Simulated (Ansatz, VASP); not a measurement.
One calculation of Mo, two programs

```
CELL_PARAMETERS angstrom
2.88779 0.00000 0.00000
-1.44389 2.50090 0.00000
0.00000 0.00000 2.29281
ATOMIC_POSITIONS crystal
Mo 0.00000 0.00000 0.50000
```

Alike in both runs: task single point; functional LDA; k mesh 24 × 24 × 20; occupations gaussian, width 0.15 eV; no spin polarisation.

|  | VASP | Ansatz |
| --- | --- | --- |
| version | VASP 6.6.1 | Ansatz 0.2.0 |
| potentials or method | VASP PAW LDA potentials, release 64 (Mo_sv), cutoff 520 eV | scalar-relativistic, plane waves, PAW |
| valence electrons in the cell | 14 | 14 |

Ansatz gave:

```
gap on the k mesh at the Fermi level (eV)                     : none
pressure (GPa)                                                : -0.8
traceless stress, the component that is largest in VASP (GPa) : 29.33
```

Task: Which values does VASP return?

Result: gap on the k mesh at the Fermi level (eV): none; pressure (GPa): 0.5; traceless stress, the component that is largest in VASP (GPa): 30.69.

LDA's correlation is that of Perdew and Zunger in VASP and of Perdew and Wang (1992) in Ansatz. A gap of «none» marks a metal or a gap that the smearing closes.
